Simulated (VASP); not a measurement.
# CdSe (F-43m) in VASP: a series of runs, part 2 of 2

VASP 6.6.1.

## 3. Single point, PBE

This run uses another cell than the first one, of 29.75 Å³/atom.

Contents of INCAR:

```
SYSTEM = CdSe
  PREC = Accurate
  ENCUT = 500
  EDIFF = 1E-6
  ISMEAR = 0
  SIGMA = 0.01
  LREAL = .False.
  LASPH = .True.
  NELM = 120
  ALGO = Normal
  ISIF = 2
  LWAVE = .False.
  LCHARG = .True.
  GGA = PE
  LELF = .True.
  LVHAR = .True.
  NBANDS = 16
  GGA_COMPAT = .False.
```

Contents of KPOINTS:

```
regular mesh
0
Gamma
  6 6 6
  0 0 0
```

Contents of POSCAR:

```
CdSe
1.0
    0.0000000000      3.0986163419      3.0986163419
    3.0986163419      0.0000000000      3.0986163419
    3.0986163419      3.0986163419      0.0000000000
Cd Se
1 1
Direct
    0.0000000000      0.0000000000      0.0000000000
    0.7500000000      0.7500000000      0.7500000000
```

Potentials or basis: VASP PAW PBE potentials, release 64 (Cd, Se).

The run is started by

```console
$ cat potpaw_PBE.64/Cd/POTCAR potpaw_PBE.64/Se/POTCAR > POTCAR
$ mpirun -np 1 vasp_std > vasp.out
```

OUTCAR:

```text
SYSTEM = CdSe
   PREC = Accurate
   ENCUT = 500
   EDIFF = 1E-6
   ISMEAR = 0
   LREAL = .False.
   LASPH = .True.
   NELM = 120
   ISIF = 2
   GGA = PE

 ion  position               nearest neighbor table
   1  0.000  0.000  0.000-   2 2.68   2 2.68   2 2.68   2 2.68
   2  0.750  0.750  0.750-   1 2.68   1 2.68   1 2.68   1 2.68

  LATTYP: Found a face centered cubic cell.
 ALAT       =     6.1972326838

  Lattice vectors:

 A1 = (   0.0000000000,   3.0986163419,   3.0986163419)
 A2 = (   3.0986163419,   0.0000000000,   3.0986163419)
 A3 = (   3.0986163419,   3.0986163419,   0.0000000000)

Analysis of symmetry for initial positions (statically):
=====================================================================
 Subroutine PRICEL returns:
 Original cell was already a primitive cell.

 Routine SETGRP: Setting up the symmetry group for a
 face centered cubic supercell.

 Subroutine GETGRP returns: Found 24 space group operations
 (whereof 24 operations were pure point group operations)
 out of a pool of 48 trial point group operations.

The static configuration has the point symmetry T_d .

Analysis of symmetry for dynamics (positions and initial velocities):
=====================================================================
 Subroutine PRICEL returns:
 Original cell was already a primitive cell.

 Routine SETGRP: Setting up the symmetry group for a
 face centered cubic supercell.

 Subroutine GETGRP returns: Found 24 space group operations
 (whereof 24 operations were pure point group operations)
 out of a pool of 48 trial point group operations.

The dynamic configuration has the point symmetry T_d .

 Subroutine INISYM returns: Found 24 space group operations
 (whereof 24 operations are pure point group operations),
 and found     1 'primitive' translations

----------------------------------------------------------------------------------------

                                     Primitive cell

  volume of cell :      59.5023

  direct lattice vectors                    reciprocal lattice vectors
     0.000000000  3.098616342  3.098616342    -0.161362345  0.161362345  0.161362345
     3.098616342  0.000000000  3.098616342     0.161362345 -0.161362345  0.161362345
     3.098616342  3.098616342  0.000000000     0.161362345  0.161362345 -0.161362345

  length of vectors
     4.382105255  4.382105255  4.382105255     0.279487780  0.279487780  0.279487780

  position of ions in fractional coordinates (direct lattice)
     0.000000000  0.000000000  0.000000000
     0.750000000  0.750000000  0.750000000

  ion indices of the primitive-cell ions
   primitive index   ion index
                 1           1
                 2           2

----------------------------------------------------------------------------------------

 KPOINTS: regular mesh

Automatic generation of k-mesh.
 Grid dimensions read from file:
 generate k-points for:    6    6    6

 Generating k-lattice:

  Cartesian coordinates                     Fractional coordinates (reciprocal lattice)
    -0.026893724  0.026893724  0.026893724     0.166666667  0.000000000  0.000000000
     0.026893724 -0.026893724  0.026893724     0.000000000  0.166666667  0.000000000
     0.026893724  0.026893724 -0.026893724     0.000000000  0.000000000  0.166666667

  Length of vectors
     0.046581297  0.046581297  0.046581297

  Shift w.r.t. Gamma in fractional coordinates (k-lattice)
     0.000000000  0.000000000  0.000000000

 Subroutine IBZKPT returns following result:
 ===========================================

 Found     16 irreducible k-points:

 Following reciprocal coordinates:
            Coordinates               Weight
  0.000000  0.000000  0.000000      1.000000
  0.166667  0.000000  0.000000      8.000000
  0.333333  0.000000  0.000000      8.000000
  0.500000  0.000000  0.000000      4.000000
  0.166667  0.166667  0.000000      6.000000
  0.333333  0.166667  0.000000     24.000000
[... 8 lines left out ...]
 -0.333333  0.333333  0.166667     24.000000
 -0.333333  0.500000  0.166667     12.000000
   k-points           NKPTS =     16   k-points in BZ     NKDIM =     16   number of bands    NBANDS=     16
   number of dos      NEDOS =    301   number of ions     NIONS =      2
   total plane-waves  NPLWV =  32768
   dimension x,y,z NGX =    32 NGY =   32 NGZ =   32
   dimension x,y,z NGXF=    64 NGYF=   64 NGZF=   64
   ions per type =               1   1
   NGX,Y,Z   is equivalent  to a cutoff of  12.14, 12.14, 12.14 a.u.
   NGXF,Y,Z  is equivalent  to a cutoff of  24.28, 24.28, 24.28 a.u.
 SYSTEM =  CdSe
   PREC   = accura    normal or accurate (medium, high low for compatibility)
   ISTART =      0    job   : 0-new  1-cont  2-samecut
   ICHARG =      2    charge: 1-file 2-atom 10-const
   ISPIN  =      1    spin polarized calculation?
   LNONCOLLINEAR =      F non collinear calculations
   LSORBIT =      F    spin-orbit coupling
   LASPH  =      T    aspherical Exc in radial PAW
   ENCUT  =  500.0 eV  36.75 Ry    6.06 a.u.   7.99  7.99  7.99*2*pi/ulx,y,z
   NELM   =    120;   NELMIN=  2; NELMDL= -5     # of ELM steps
   EDIFF  = 0.1E-05   stopping-criterion for ELM
   LREAL  =      F    real-space projection
   EDIFFG = 0.1E-04   stopping-criterion for IOM
   NSW    =      0    number of steps for IOM
   IBRION =     -1    ionic relax: 0-MD 1-quasi-New 2-CG
   NFREE  =      0    steps in history (QN), initial steepest desc. (CG)
   ISIF   =      2    stress and relaxation
   ISYM   =      2    0-nonsym 1-usesym 2-fastsym
   POTIM  = 0.5000    time-step for ionic-motion
   TEBEG  =    0.0;   TEEND  =   0.0 temperature during run
   PSTRESS=    0.0 pullay stress
   NELECT =      18.0000    total number of electrons
   NUPDOWN=      -1.0000    fix difference up-down
   EMIN   =  10.00;   EMAX   =-10.00  energy-range for DOS
   EFERMI =   0.00;   METHOD = LEGACY
   ISMEAR =     0;   SIGMA  =   0.01  broadening in eV -4-tet -1-fermi 0-gaus
   EFERMI_NEDOS =   21; number of points for ismear=-14 and -15
   IALGO  =     38    algorithm
   IMIX   =      4    mixing-type and parameters
     AMIX     =   0.40;   BMIX     =  1.00
     AMIX_MAG =   1.60;   BMIX_MAG =  1.00
  volume/ion in A,a.u.               =      29.75       200.77
  Fermi-wavevector in a.u.,A,eV,Ry     =   1.098975  2.076762 16.432386  1.207746
  Thomas-Fermi vector in A             =   2.235362
   LORBIT       =      0    0 simple, 1 ext, 2 COOP (PROOUT), +10 PAW based schemes
   GGA     = PE    functional components
   LHFCALC =     F    Hartree Fock is set to
   AEXX    =    0.0000 exact exchange contribution
   IVDW    =     0    specifies the selected vdW correction
   LEPSILON=     F    determine dielectric tensor
   LRPA    =     F    only Hartree local field effects (RPA)
 non-spin polarized calculation
 Gauss-broadening in eV      SIGMA  =   0.01
  energy-cutoff  :      500.00
  volume of cell :       59.50
 maximum number of plane-waves:      1527
   NGX = 15   NGY = 15   NGZ = 15

 number of electron      18.0000007 magnetization

 Free energy of the ion-electron system (eV)
  ---------------------------------------------------
  ext. energy  EPLUGINS =         0.00000000
  ---------------------------------------------------
  free energy    TOTEN  =        -5.49550414 eV

  energy without entropy =       -5.49550414  energy(sigma->0) =       -5.49550414

 E-fermi :   0.5563     XC(G=0):  -8.6314

 val. band max:        0.5150613803   @ k =   0.0000   0.0000   0.0000
 cond. band min:       1.0051821568   @ k =   0.0000   0.0000   0.0000
 fundamental gap:      0.4901207765
 Fermi energy:         0.5563149761

 k-point     1 :       0.0000    0.0000    0.0000
  band No.  band energies     occupation
      1     -11.7787      2.00000
      2      -7.2500      2.00000
      3      -7.2500      2.00000
      4      -7.2500      2.00000
      5      -6.9332      2.00000
      6      -6.9332      2.00000
[... 8 lines left out ...]
     15      11.4832      0.00000
     16      11.4832      0.00000
[... 267 lines left out ...]
 k-point    16 :      -0.3333    0.5000    0.1667
  band No.  band energies     occupation
      1     -11.3516      2.00000
      2      -7.0862      2.00000
      3      -7.0755      2.00000
      4      -6.9854      2.00000
      5      -6.9090      2.00000
      6      -6.5423      2.00000
[... 8 lines left out ...]
     15      13.1282      0.00000
     16      13.2365      0.00000

------------------------ aborting loop because EDIFF is reached ----------------------------------------

  FORCE on cell =-STRESS in cart. coord.  units (eV):
  Direction    XX          YY          ZZ          XY          YZ          ZX
  --------------------------------------------------------------------------------------
  -------------------------------------------------------------------------------------
  Total        0.0837045      0.0837045      0.0837045     -0.0000000      0.0000000     -0.0000000
  in kB        2.2538544      2.2538544      2.2538544     -0.0000000      0.0000000     -0.0000000
  external PRESSURE =       2.2538544 kB  Pullay stress =       0.0000000 kB

 VOLUME and BASIS-vectors are now :
 -----------------------------------------------------------------------------
  energy-cutoff  :      500.00
  volume of cell :       59.50
      direct lattice vectors                 reciprocal lattice vectors
     0.000000000  3.098616342  3.098616342    -0.161362345  0.161362345  0.161362345
     3.098616342  0.000000000  3.098616342     0.161362345 -0.161362345  0.161362345
     3.098616342  3.098616342  0.000000000     0.161362345  0.161362345 -0.161362345

 POSITION                                       TOTAL-FORCE (eV/Angst)
 -----------------------------------------------------------------------------------
      0.00000      0.00000      0.00000        -0.000000     -0.000000     -0.000000
      4.64792      4.64792      4.64792         0.000000      0.000000      0.000000
 -----------------------------------------------------------------------------------
    total drift:                               -0.000000     -0.000000     -0.000000

  FREE ENERGIE OF THE ION-ELECTRON SYSTEM (eV)
  ---------------------------------------------------
  free  energy   TOTEN  =        -5.4955041417 eV

  energy  without entropy=       -5.4955041416  energy(sigma->0) =       -5.49550414
```

stdout:

```text
POSCAR found type information on POSCAR CdSe
 POSCAR found :  2 types and       2 ions
 scaLAPACK will be used
 LDA part: xc-table for (Slater+PW92), standard interpolation
 POSCAR, INCAR and KPOINTS ok, starting setup
 FFT: planning ... GRIDC
 FFT: planning ... GRID_SOFT
 FFT: planning ... GRID
 WAVECAR not read
 entering main loop
```

Run time: 5.7 s. Hardware: 1 thread of Intel Xeon 6975P-C (Granite Rapids), shared host; peak memory 0.18 GiB.

Results:

| Quantity | Value |
| --- | --- |
| Free energy | -5.4955 eV |
| Pressure | 0.2 GPa |
| Band gap on the k mesh | 0.49 eV |
